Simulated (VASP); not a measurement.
Set up this calculation in VASP 6.6.1, as the native input.

```yaml
Task: single point
Functional: PBE
Potentials_or_basis: VASP PAW PBE potentials, release 64 (Rh_pv)
Cutoff: 500 eV
k_mesh: 10 × 10 × 10
Occupations: fermi-dirac, width 0.05 eV
Spin: no spin polarisation
Dipole_correction: no
Further_INCAR_settings: ALGO = Normal; EDIFF = 1e-06; NBANDS = 14
```

The structure of Rh lies in POSCAR:

```
Rh
1.0
    0.0000000000      1.9228245745      1.9228245745
    1.9228245745      0.0000000000      1.9228245745
    1.9228245745      1.9228245745      0.0000000000
Rh
1
Direct
    0.0000000000      0.0000000000      0.0000000000
```

One way to write it, as run:

INCAR

```
SYSTEM = Rh
ALGO = Normal
EDIFF = 1E-6
ENCUT = 500
GGA = PE
GGA_COMPAT = .False.
ISIF = 2
ISMEAR = -1
LASPH = .True.
LCHARG = .True.
LELF = .True.
LREAL = .False.
LVHAR = .True.
LWAVE = .False.
NBANDS = 14
NELM = 120
PREC = Accurate
SIGMA = 0.05
```

KPOINTS

```
k-points
0
Gamma
  10 10 10
  0 0 0
```

Potentials or basis: VASP PAW PBE potentials, release 64 (Rh_pv).

Run with:

```sh
$ cat potpaw_PBE.64/Rh_pv/POTCAR > POTCAR
$ mpirun -np 1 vasp_std > vasp.out
```

It gave:

```yaml
Pressure: -2.9 GPa
```

Run time: 9.4 s on 1 thread of AMD EPYC 7R13 (shared host), peak memory 0.1 GiB.
